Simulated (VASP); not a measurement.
A run of VASP 6.6.1 is set up as follows.

INCAR

```
SYSTEM = PrBe3Si
PREC     = Accurate       ! precision mode
ENCUT    = 600            ! plane-wave cutoff, eV
EDIFF    = 1E-7           ! SCF threshold, eV
ISMEAR   = 0              ! smearing method
SIGMA    = 0.1            ! smearing width, eV
LREAL    = .False.        ! projectors in reciprocal space
LASPH    = .True.         ! aspherical terms in the spheres
NELM     = 200            ! most SCF steps
ALGO     = Normal         ! electronic algorithm
ISIF     = 3              ! what is computed and relaxed
LWAVE    = .False.        ! write WAVECAR
LCHARG   = .False.        ! write CHGCAR
GGA      = PE             ! functional
IBRION   = 2              ! ionic algorithm
NSW      = 80             ! ionic steps
EDIFFG   = -0.001         ! ionic threshold
GGA_COMPAT= .False.      
NELMIN   = 4            
LMAXMIX  = 6              ! l up to which the mixer works
```

KPOINTS

```
regular mesh
0
Gamma
  12 12 12
  0 0 0
```

The input POSCAR:

```
PrBe3Si
1.0
   -1.9710989407      1.9710989407      4.7292392896
    1.9710989407     -1.9710989407      4.7292392896
    1.9710989407      1.9710989407     -4.7292392896
Pr Be Si
1 3 1
Direct
    0.0205850258      0.0205850258      0.0000000000
    0.3956105835      0.3956105835      0.0000000000
    0.2763859042      0.7763859042      0.5000000000
    0.7763859042      0.2763859042      0.5000000000
    0.6460325925      0.6460325925      0.0000000000
```

Potentials or basis: VASP PAW PBE potentials, release 64 (Pr_3, Be, Si), 4f in core.

The run is started by

```sh
$ cat potpaw_PBE.64/Pr_3/POTCAR potpaw_PBE.64/Be/POTCAR potpaw_PBE.64/Si/POTCAR > POTCAR
$ mpirun -np 1 vasp_std > vasp.out
```

(1) Estimate the relaxed volume.

(2) What does it give for the relaxed cell?

(3) What does it give for the band gap on the k mesh?

(4) Estimate the space group after relaxing (to 0.1 Å).

Answers

(1) 14.72 Å³/atom.

(2) a = 5.490 Å, b = 5.490 Å, c = 5.490 Å, α = 137.89°, β = 137.89°, γ = 61.07°.

(3) zero (an odd number of electrons rules out a gap without spin polarisation).

(4) I4mm (No. 107).

Caveat: spin-orbit coupling is left out, which moves the levels of the heavy elements; the 4f electrons are frozen in the core, so they carry no moment and show no levels.
